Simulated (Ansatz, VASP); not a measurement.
## Two plane-wave programs on Hf

```
CELL_PARAMETERS angstrom
3.19873 0.00000 0.00000
-1.59937 2.77018 0.00000
0.00000 0.00000 5.05050
ATOMIC_POSITIONS crystal
Hf 0.33333 0.66667 0.25000
Hf 0.66667 0.33333 0.75000
```

Alike in both runs: task single point; functional r2SCAN; k mesh 9 × 9 × 5; occupations fermi-dirac, width 0.1 eV; no spin polarisation.

|  | VASP | Ansatz |
| --- | --- | --- |
| version | VASP 6.6.1 | Ansatz 0.2.0 |
| potentials or method | VASP PAW PBE potentials, release 64 (Hf_pv), cutoff 520 eV | plane waves (500 eV) with PAW, scalar-relativistic |
| valence electrons in the cell | 20 | 52 |

```tsv
	VASP	Ansatz	Ansatz less VASP
pressure (GPa)	-0.7	-0.1	+0.56
traceless stress, the component that is largest in VASP (GPa)	-0.30	-0.22	+0.083
```

VASP's potentials were made for PBE, not for r2SCAN. The functional is the same, so the differences come from potentials, cutoffs and numerics. VASP's potentials hold 20 valence electrons a cell and Ansatz's 52, so a difference there can come from the potentials and not from the codes.

Spin-orbit coupling is off throughout.
